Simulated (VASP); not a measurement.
# Si12O23 (a cell with a defect) in VASP: notebook

Runs on Si12O23 (a cell with a defect). Level: PBE+D3(BJ). Tasks: single point.

All numbers are computed with VASP 6.6.1; they aren't measurements. Logs are shortened: lines on timing, memory, paths and dates and some standing lists are left out, and cuts for length are marked.

### Step 1. The cell of the first run

The cell holds a defect, 35 atoms: a = 7.399 Å, b = 7.399 Å, c = 9.994 Å, α = 70.26°, β = 70.26°, γ = 71.59°.

### Step 2. Single point, PBE+D3(BJ)

INCAR

```
SYSTEM = Si12O23
ALGO = Normal
EDIFF = 1E-6
ENCUT = 520
GGA = PE
GGA_COMPAT = .FALSE.
ISIF = 2
ISMEAR = 0
IVDW = 12
LASPH = .TRUE.
LCHARG = .FALSE.
LREAL = Auto
LWAVE = .FALSE.
NBANDS = 116
NELECT = 188.0
NELM = 120
PREC = Accurate
SIGMA = 0.02
```

KPOINTS

```
k-points
0
G
  2 2 2
  0 0 0
```

POSCAR

```
Si12O23
1.0
   -2.4986000000      4.3277020000      5.4571000000
    4.9972000000      0.0000000000      5.4571000000
    4.9972000000      8.6554040000      0.0000000000
Si O
12 23
Direct
    0.7598232672      0.2351475048      0.1243500970
    0.1564545527      0.1762981914      0.1942251707
    0.5674198531      0.0766231367      0.9684653618
    0.7535101668      0.2422438051      0.6323028416
    0.1741095359      0.1652386527      0.6934010028
    0.5859385154      0.0835879730      0.4572116697
    0.2582714226      0.7377500907      0.3680475513
    0.6955103774      0.6436815011      0.4142041606
    0.0261255761      0.6285822357      0.2065347027
    0.2445293518      0.7266199766      0.8562352300
    0.6631802900      0.6638494511      0.9150581917
    0.0942227579      0.6060640244      0.7020295046
    0.9826908582      0.1490188411      0.1411789453
    0.3498158556      0.1787249444      0.0526147852
    0.2089195096      0.9816645002      0.3255179793
    0.0875500853      0.3733619376      0.2500705133
    0.7281437138      0.1137367722      0.0285698962
    0.9793540729      0.1763835900      0.6446117847
    0.3610555815      0.1596632985      0.5470927802
    0.1058179225      0.6564470167      0.5233710136
    0.2122996626      0.9745666217      0.8283451963
    0.1421910784      0.3604619791      0.7481371621
    0.7377171586      0.1316585172      0.5211384676
    0.4925844860      0.6597411082      0.3654002904
    1.0783985157      0.6776867677      0.0201769423
    0.6028762954      0.2116460699      0.2857446112
    0.6770519480      0.4780481967      0.5804275491
    0.6489070480      0.8531037270      0.4628488365
    0.2160755750      0.6635722233      0.2480935959
    0.4795343974      0.6471097909      0.8701281915
    0.8531418779      0.6918857009      0.7731747922
    0.6044630870      0.1735307192      0.7929415992
    0.7257982799      0.4662925742      0.0405201574
    0.5956223158      0.8419300471      0.9968230382
    0.2528733458      0.7385897023      0.6792613627
```

Potentials or basis: VASP PAW PBE potentials, release 64 (Si, O).

Started as:

```sh
> cat potpaw_PBE.64/Si/POTCAR potpaw_PBE.64/O/POTCAR > POTCAR
> mpirun -np 1 vasp_std > vasp.out
```

OUTCAR:

```text
SYSTEM = Si12O23
   EDIFF = 1E-6
   ENCUT = 520
   GGA = PE
   ISIF = 2
   ISMEAR = 0
   IVDW = 12
   LASPH = .TRUE.
   LREAL = Auto
   NELECT = 188.0
   NELM = 120
   PREC = Accurate
 IVDW          = 12

 ion  position               nearest neighbor table
   1  0.760  0.235  0.124-  33 1.61  13 1.61  17 1.63  26 1.63   6 3.08   3 3.10   2 3.11
   2  0.156  0.176  0.194-  16 1.61  15 1.63  13 1.63  14 1.64   7 3.11   1 3.11
   3  0.567  0.077  0.968-  32 1.62  14 1.62  34 1.62  17 1.63  11 3.10   1 3.10   4 3.14
   4  0.754  0.242  0.632-  27 1.61  18 1.62  32 1.63  23 1.64   8 3.04   6 3.12   3 3.14
   5  0.174  0.165  0.693-  21 1.62  22 1.63  19 1.64  18 1.64  10 3.06
   6  0.586  0.084  0.457-  28 1.61  19 1.62  26 1.64  23 1.64   1 3.08   4 3.12
   7  0.258  0.738  0.368-  29 1.63  20 1.63  24 1.64  15 1.66  12 3.06   2 3.11   9 3.14
   8  0.696  0.644  0.414-  28 1.68  24 1.69  27 1.69   9 2.62   4 3.04
   9  0.026  0.629  0.207-  25 1.70  29 1.71  16 1.73   8 2.62   7 3.14
  10  0.245  0.727  0.856-  25 1.69  30 1.69  21 1.71  35 1.72  12 2.67   5 3.06
  11  0.663  0.664  0.915-  30 1.62  33 1.63  31 1.63  34 1.64   3 3.10
  12  0.094  0.606  0.702-  22 1.67  35 1.67  20 1.67  31 1.68  10 2.67   7 3.06
  13  0.983  0.149  0.141-   1 1.61   2 1.63
  14  0.350  0.179  0.053-   3 1.62   2 1.64
  15  0.209  0.982  0.326-   2 1.63   7 1.66
  16  0.088  0.373  0.250-   2 1.61   9 1.73
  17  0.728  0.114  0.029-   1 1.63   3 1.63
[... 16 lines left out ...]
  34  0.596  0.842  0.997-   3 1.62  11 1.64
  35  0.253  0.739  0.679-  12 1.67  10 1.72

  LATTYP: Found a base centered monoclinic cell.
 ALAT       =    12.0038230660
 B/A-ratio  =     0.7210539654
 C/A-ratio  =     0.8326013878
 COS(beta)  =    -0.4163006939

  Lattice vectors:

 A1 = (   2.4986000000,  -4.3277020000,  -5.4571000000)
 A2 = (  -4.9972000000,   0.0000000000,  -5.4571000000)
 A3 = (   4.9972000000,   8.6554040000,   0.0000000000)

Analysis of symmetry for initial positions (statically):
=====================================================================
 Subroutine PRICEL returns:
 Original cell was already a primitive cell.

 Routine SETGRP: Setting up the symmetry group for a
 base centered monoclinic supercell.

 Subroutine GETGRP returns: Found  1 space group operations
 (whereof  1 operations were pure point group operations)
 out of a pool of  4 trial point group operations.

The static configuration has the point symmetry C_1 .

Analysis of symmetry for dynamics (positions and initial velocities):
=====================================================================
 Subroutine PRICEL returns:
 Original cell was already a primitive cell.
[... 165 lines left out ...]
   POTIM  = 0.5000    time-step for ionic-motion
   TEBEG  =    0.0;   TEEND  =   0.0 temperature during run
   PSTRESS=    0.0 pullay stress
   NELECT =     188.0000    total number of electrons
   NUPDOWN=      -1.0000    fix difference up-down
   EMIN   =  10.00;   EMAX   =-10.00  energy-range for DOS
   EFERMI =   0.00;   METHOD = LEGACY
   ISMEAR =     0;   SIGMA  =   0.02  broadening in eV -4-tet -1-fermi 0-gaus
   EFERMI_NEDOS =   21; number of points for ismear=-14 and -15
   IALGO  =     38    algorithm
   IMIX   =      4    mixing-type and parameters
     AMIX     =   0.40;   BMIX     =  1.00
     AMIX_MAG =   1.60;   BMIX_MAG =  1.00
  volume/ion in A,a.u.               =      13.49        91.02
  Fermi-wavevector in a.u.,A,eV,Ry     =   1.204459  2.276098 19.738273  1.450722
  Thomas-Fermi vector in A             =   2.340184
   LORBIT       =      0    0 simple, 1 ext, 2 COOP (PROOUT), +10 PAW based schemes
   GGA     = PE    functional components
   LHFCALC =     F    Hartree Fock is set to
   AEXX    =    0.0000 exact exchange contribution
   IVDW    =    12    specifies the selected vdW correction
   LEPSILON=     F    determine dielectric tensor
   LRPA    =     F    only Hartree local field effects (RPA)
 non-spin polarized calculation
 Gauss-broadening in eV      SIGMA  =   0.02
  energy-cutoff  :      520.00
  volume of cell :      472.07
 maximum number of plane-waves:     12742
 NGX is ok and might be reduce to    56
   NGX = 27   NGY = 27   NGZ = 37

 number of electron     188.0000017 magnetization

 Free energy of the ion-electron system (eV)
  ---------------------------------------------------
  ext. energy  EPLUGINS =         0.00000000
  ---------------------------------------------------
  free energy    TOTEN  =      -260.67064160 eV

  energy without entropy =     -260.67064160  energy(sigma->0) =     -260.67064160

 E-fermi :   6.0557     XC(G=0):  -9.0755

 val. band max:        5.8833006612   @ k =   0.5000   0.5000   0.5000
 cond. band min:       6.4068277820   @ k =   0.0000   0.0000   0.0000
 fundamental gap:      0.5235271208
 Fermi energy:         6.0556757803

 k-point     1 :       0.0000    0.0000    0.0000
  band No.  band energies     occupation
      1     -18.6760      2.00000
      2     -18.1931      2.00000
      3     -17.9584      2.00000
      4     -17.8185      2.00000
      5     -17.7817      2.00000
      6     -17.4279      2.00000
[... 861 lines left out ...]
    105       9.7095      0.00000
    106       9.8001      0.00000
 [bands above 106 left out]

------------------------ aborting loop because EDIFF is reached ----------------------------------------

 Edisp (eV)   -4.74064

 E8    (eV) :    -1.6116

  FORCE on cell =-STRESS in cart. coord.  units (eV):
  Direction    XX          YY          ZZ          XY          YZ          ZX
  --------------------------------------------------------------------------------------
  -------------------------------------------------------------------------------------
  Total       8.06036    14.07472    10.78790     1.72753    -3.68656     1.20711
  in kB      27.35640    47.76879    36.61351     5.86315   -12.51197     4.09687
  external pressure =       37.25 kB  Pullay stress =        0.00 kB

 VOLUME and BASIS-vectors are now :
 -----------------------------------------------------------------------------
  energy-cutoff  :      520.00
  volume of cell :      472.07
      direct lattice vectors                 reciprocal lattice vectors
    -2.498600000  4.327702000  5.457100000    -0.100056031  0.057767379  0.091623756
     4.997200000  0.000000000  5.457100000     0.100056031 -0.057767379  0.091623756
     4.997200000  8.655404000  0.000000000     0.050028016  0.086651068 -0.045811878

 POSITION                                       TOTAL-FORCE (eV/Angst)
 -----------------------------------------------------------------------------------
     -0.10201      4.36459      5.42965        -0.009800     -0.008407      0.006747
      1.46066      2.35819      1.81586        -0.010664      0.003806      0.001606
      3.80476     10.83808      3.51461         0.008425     -0.012346     -0.008888
      2.48756      8.73380      5.43393        -0.022081      0.017283     -0.019104
      3.85576      6.75516      1.85186        -0.005962     -0.027304      0.005619
      1.23846      6.49312      3.65367         0.006115     -0.001035     -0.002708
[... 27 lines left out ...]
      7.70039     11.20558      7.84487        -0.009440     -0.011391      0.005868
      6.45346      6.97364      5.41051        -0.014949     -0.028383      0.071081
 -----------------------------------------------------------------------------------
    total drift:                                0.011550      0.011996     -0.009158

  FREE ENERGIE OF THE ION-ELECTRON SYSTEM (eV)
  ---------------------------------------------------
  free  energy   TOTEN  =      -265.4112825665 eV

  energy  without entropy=     -265.4112825665  energy(sigma->0) =     -265.41128257
```

OSZICAR:

```text
N       E                     dE             d eps       ncg     rms          rms(c)
DAV:   1     0.122508600453E+04    0.12251E+04   -0.98472E+04  1896   0.149E+03
DAV:   2    -0.194084840259E+03   -0.14192E+04   -0.13899E+04  2224   0.339E+02
DAV:   3    -0.296664892584E+03   -0.10258E+03   -0.10193E+03  2184   0.978E+01
DAV:   4    -0.298564700101E+03   -0.18998E+01   -0.18922E+01  2264   0.136E+01
DAV:   5    -0.298604091850E+03   -0.39392E-01   -0.39335E-01  2224   0.187E+00    0.477E+01
DAV:   6    -0.260792228794E+03    0.37812E+02   -0.17971E+02  2096   0.371E+01    0.224E+01
DAV:   7    -0.260789809165E+03    0.24196E-02   -0.10358E+01  2192   0.763E+00    0.915E+00
DAV:   8    -0.260748373686E+03    0.41435E-01   -0.45950E+00  2224   0.438E+00    0.479E+00
DAV:   9    -0.260640605940E+03    0.10777E+00   -0.13180E+00  2168   0.232E+00    0.157E+00
DAV:  10    -0.260665148335E+03   -0.24542E-01   -0.96705E-02  2184   0.119E+00    0.746E-01
DAV:  11    -0.260668618334E+03   -0.34700E-02   -0.10904E-02  2232   0.350E-01    0.469E-01
DAV:  12    -0.260670168007E+03   -0.15497E-02   -0.29089E-03  2088   0.204E-01    0.148E-01
DAV:  13    -0.260670610876E+03   -0.44287E-03   -0.56091E-04  2216   0.869E-02    0.405E-02
DAV:  14    -0.260670625260E+03   -0.14384E-04   -0.17671E-04  2304   0.590E-02    0.202E-02
DAV:  15    -0.260670635372E+03   -0.10112E-04   -0.30745E-05  2152   0.190E-02    0.976E-03
DAV:  16    -0.260670640257E+03   -0.48851E-05   -0.48351E-06  1808   0.867E-03    0.375E-03
DAV:  17    -0.260670641577E+03   -0.13199E-05   -0.33381E-06  1640   0.673E-03    0.153E-03
DAV:  18    -0.260670641596E+03   -0.19190E-07   -0.39794E-07  1424   0.238E-03
   1 F= -.26541128E+03 E0= -.26541128E+03  d E =-.773906E-35
```

stdout:

```text
POSCAR found type information on POSCAR SiO
 POSCAR found :  2 types and      35 ions
 scaLAPACK will be used
 LDA part: xc-table for (Slater+PW92), standard interpolation
 POSCAR, INCAR and KPOINTS ok, starting setup
 FFT: planning ... GRIDC
 FFT: planning ... GRID_SOFT
 FFT: planning ... GRID
 WAVECAR not read
 entering main loop
 the old and the new charge density differ
 old charge density:   186.00000 new  188.00000
    0.477E+01
```

It took 10 min on 1 thread of Intel Xeon Platinum 8488C (Sapphire Rapids), shared host; peak memory 0.66 GiB.

Results:

```
Free energy                : -265.4113 eV
Largest force              : 0.078 eV/Å
Dispersion energy per atom : -0.135 eV
```

Forces in eV/Å, atoms in the order of the input:
```
Si  -0.010 -0.008  0.007
Si  -0.011  0.004  0.002
Si   0.008 -0.012 -0.009
Si  -0.022  0.017 -0.019
Si  -0.006 -0.027  0.006
Si   0.006 -0.001 -0.003
Si  -0.018 -0.005  0.021
Si   0.000 -0.012  0.030
Si   0.014  0.024 -0.040
Si  -0.006  0.039 -0.005
Si   0.006  0.027 -0.013
Si   0.013 -0.014 -0.050
O    0.014  0.010  0.015
O   -0.001  0.015 -0.010
O   -0.011  0.006 -0.008
O    0.032 -0.017  0.026
O    0.013 -0.008 -0.004
O    0.013  0.003  0.011
O    0.008  0.014 -0.008
O    0.003  0.016 -0.011
O   -0.019  0.019 -0.021
O    0.008 -0.008  0.012
O    0.010 -0.003 -0.004
O    0.006  0.017  0.000
O    0.007 -0.008 -0.008
O   -0.008  0.012 -0.003
O    0.008 -0.013  0.011
O   -0.021 -0.010 -0.004
O   -0.008 -0.017 -0.003
O    0.018 -0.020 -0.006
O   -0.004  0.017  0.006
O   -0.016  0.004  0.011
O   -0.003 -0.017 -0.004
O   -0.009 -0.011  0.006
O   -0.015 -0.028  0.071
```

Levels at points of the mesh, in eV from the Fermi level:
```csv
k point,band 91,band 92,band 93,band 94,band 95,band 96,band 97,band 98
"(0.00, 0.00, 0.00)",-5.19,-5.00,-4.55,-0.37,0.35,1.30,1.59,2.26
"(0.50, 0.00, 0.00)",-5.22,-5.02,-4.45,-0.33,0.66,1.25,1.55,2.08
"(0.00, 0.50, 0.00)",-5.17,-4.97,-4.52,-0.23,0.50,1.28,1.60,2.32
"(0.50, 0.50, 0.00)",-5.23,-4.99,-4.47,-0.24,0.67,1.26,1.78,2.14
"(0.00, 0.00, 0.50)",-5.22,-5.01,-4.49,-0.51,0.71,1.44,1.60,1.86
"(0.50, 0.00, 0.50)",-5.14,-5.02,-4.48,-0.23,0.56,1.20,1.70,2.05
"(0.00, 0.50, 0.50)",-5.20,-5.00,-4.48,-0.30,0.62,1.39,1.71,1.84
"(0.50, 0.50, 0.50)",-5.17,-4.98,-4.49,-0.17,0.55,1.34,1.89,1.97
```

Caveat: the k points lie up to 0.46 Å⁻¹ apart; the cell carries a net charge on a neutralising background, which shifts energy and pressure; the cell is charged against a uniform background, so pressure and absolute levels hang on convention.

### Step 3. Single point, PBE+D3(BJ)

INCAR

```
SYSTEM = Si12O23
PREC = Accurate
ENCUT = 520
EDIFF = 1E-6
ISMEAR = 0
SIGMA = 0.02
LREAL = Auto
LASPH = .TRUE.
NELM = 120
ALGO = Normal
ISIF = 2
LWAVE = .FALSE.
LCHARG = .TRUE.
GGA = PE
IVDW = 12
LELF = .TRUE.
LVHAR = .TRUE.
NBANDS = 116
NELECT = 188.0
GGA_COMPAT = .FALSE.
```

KPOINTS

```
regular mesh
0
G
  2 2 2
  0 0 0
```

POSCAR

```
Si12O23
1.0
   -2.4986000000      4.3277020000      5.4571000000
    4.9972000000      0.0000000000      5.4571000000
    4.9972000000      8.6554040000      0.0000000000
Si O
12 23
Direct
    0.7610673674      0.2309406588      0.1163344001
    0.1682521079      0.1903482476      0.1692692815
    0.5767911172      0.0822853153      0.9491561490
    0.7635056740      0.2334260297      0.6134308656
    0.1673437650      0.1540436019      0.6827308180
    0.5787312473      0.0814428378      0.4506659220
    0.2544653363      0.7559057399      0.3775560165
    0.6823196723      0.6658185330      0.4219858241
    0.0989553598      0.6507692192      0.1733986873
    0.2169761231      0.7127545031      0.8920971220
    0.6537182510      0.6589835503      0.9323712928
    0.0785019857      0.5986853483      0.7056649002
    0.9847509450      0.1563906870      0.1307046287
    0.3557313726      0.1864371785      0.0237113862
    0.2242906009      0.9952281912      0.3013924154
    0.1175867907      0.3943655283      0.2108508639
    0.7369402063      0.1446668744     -0.0055133885
    0.9874386427      0.1440740656      0.6263564140
    0.3556403046      0.1657950731      0.5362672548
    0.0886815456      0.7287319158      0.5349242736
    0.2098541661      0.9678609207      0.8166539315
    0.1068820170      0.3615396722      0.7270240050
    0.7348285411      0.1560206278      0.4897681325
    0.4824222436      0.6695040542      0.3870204431
    0.8499616897      0.7027467085      0.2672627523
    0.6049944901      0.1607505027      0.2733962661
    0.7190707702      0.4715394440      0.5595630186
    0.6337013225      0.8443826415      0.4992314072
    0.2252002452      0.6169215778      0.2977501049
    0.4681790316      0.6468725526      0.8902308510
    0.8457958269      0.6735347699      0.7903827145
    0.6123525510      0.1563747950      0.7706813732
    0.7081596930      0.4683520074      0.0659131429
    0.6058925016      0.8457220922      1.0018053240
    0.2658052506      0.6344432330      0.7335850626
```

Potentials or basis: VASP PAW PBE potentials, release 64 (Si, O).

Started as:

```sh
> cat potpaw_PBE.64/Si/POTCAR potpaw_PBE.64/O/POTCAR > POTCAR
> mpirun -np 1 vasp_std > vasp.out
```

Run time: 12 min. Hardware: 1 thread of Intel Xeon Platinum 8124M at 3.00GHz (Skylake/Cascade Lake), shared host; peak memory 0.67 GiB.

It converged, with:

```
Free energy                : -266.3961 eV
Largest force              : 0.767 eV/Å
Dispersion energy per atom : -0.135 eV
```

Forces on the atoms (eV/Å):
```
Si   0.038 -0.012  0.014
Si  -0.021 -0.033 -0.009
Si   0.019 -0.063  0.047
Si  -0.075  0.009  0.101
Si   0.002  0.010  0.039
Si   0.069 -0.021  0.064
Si   0.049  0.025 -0.021
Si   0.176 -0.137  0.068
Si  -0.001  0.120  0.053
Si  -0.065 -0.170 -0.196
Si   0.012 -0.039 -0.043
Si   0.008 -0.071 -0.045
O    0.029  0.007 -0.009
O    0.005  0.001 -0.015
O   -0.059 -0.028 -0.040
O    0.061  0.047  0.014
O   -0.001  0.070 -0.047
O   -0.066  0.048  0.010
O    0.016  0.020  0.007
O    0.087 -0.097 -0.092
O   -0.050  0.069 -0.051
O    0.018 -0.028  0.007
O    0.020 -0.028  0.029
O    0.101  0.041 -0.048
O    0.048  0.581 -0.498
O    0.005  0.002  0.022
O   -0.307 -0.082  0.355
O    0.011  0.018  0.062
O   -0.063  0.209 -0.184
O    0.099 -0.048 -0.168
O   -0.015 -0.021 -0.029
O    0.138 -0.030  0.181
O    0.047 -0.053  0.017
O   -0.040 -0.091  0.071
O   -0.295 -0.226  0.336
```

Levels at points of the mesh, in eV from the Fermi level:
```tsv
k point	band 92	band 93	band 94	band 95	band 96	band 97
(0.00, 0.00, 0.00)	-4.88	-4.01	-0.18	0.53	1.91	2.44
(0.50, 0.00, 0.00)	-4.79	-3.94	-0.15	1.11	1.82	2.08
(0.00, 0.50, 0.00)	-4.77	-3.99	-0.18	1.14	1.74	2.16
(0.50, 0.50, 0.00)	-4.73	-3.93	-0.18	1.54	1.80	2.08
(0.00, 0.00, 0.50)	-4.89	-3.92	-0.34	1.25	1.36	1.90
(0.50, 0.00, 0.50)	-4.81	-3.92	-0.20	1.26	1.86	2.24
(0.00, 0.50, 0.50)	-4.77	-3.96	-0.27	1.36	1.94	2.28
(0.50, 0.50, 0.50)	-4.74	-3.95	-0.20	1.49	1.75	2.12
```

Caveat: the k points lie up to 0.46 Å⁻¹ apart; the cell carries a net charge on a neutralising background, which shifts energy and pressure; the cell is charged against a uniform background, so pressure and absolute levels hang on convention.

(Continued in part 2 of 2.)
